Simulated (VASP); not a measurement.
Input of a VASP 6.6.1 run:

Contents of INCAR:

```
SYSTEM = AgB2
PREC = Accurate
ENCUT = 600
EDIFF = 1E-6
ISMEAR = -1
SIGMA = 0.05
LREAL = .False.
LASPH = .True.
NELM = 80
ALGO = Normal
ISIF = 3
LWAVE = .False.
LCHARG = .False.
GGA = PE
IBRION = 2
NSW = 32
EDIFFG = -0.005
```

Contents of KPOINTS:

```
Automatic mesh
0
Gamma
  14 14 11
  0 0 0
```

Contents of POSCAR:

```
AgB2
1.0
    3.0211797805      0.0000000000      0.0000000000
   -1.5105898903      2.6164184393      0.0000000000
    0.0000000000      0.0000000000      4.0626616814
Ag B
1 2
Direct
    0.0000000000      0.0000000000      0.0000000000
    0.3333333333      0.6666666667      0.5000000000
    0.6666666667      0.3333333333      0.5000000000
```

Potentials or basis: VASP PAW PBE potentials, release 64 (Ag, B).

Launch:

```console
$ cat potpaw_PBE.64/Ag/POTCAR potpaw_PBE.64/B/POTCAR > POTCAR
$ mpirun -np 1 vasp_std > vasp.out
```

**Question.** What does it give for the relaxed volume?

**Answer.** 10.69 Å³/atom.

**Question.** What does it give for the band gap on the k mesh?

**Answer.** Zero (an odd number of electrons rules out a gap without spin polarisation).

**Question.** Predict the space group after relaxing (to 0.1 Å).

**Answer.** P6/mmm (No. 191).

Final structure:
```xyz
3
Lattice="3.0203 0.0000 0.0000 -1.5102 2.6157 0.0000 0.0000 0.0000 4.0611" Properties=species:S:1:pos:R:3 pbc="T T T"
Ag   -1.5102    2.6157    0.0000
B     0.0000    1.7438    2.0306
B     1.5102    0.8719    2.0306
```
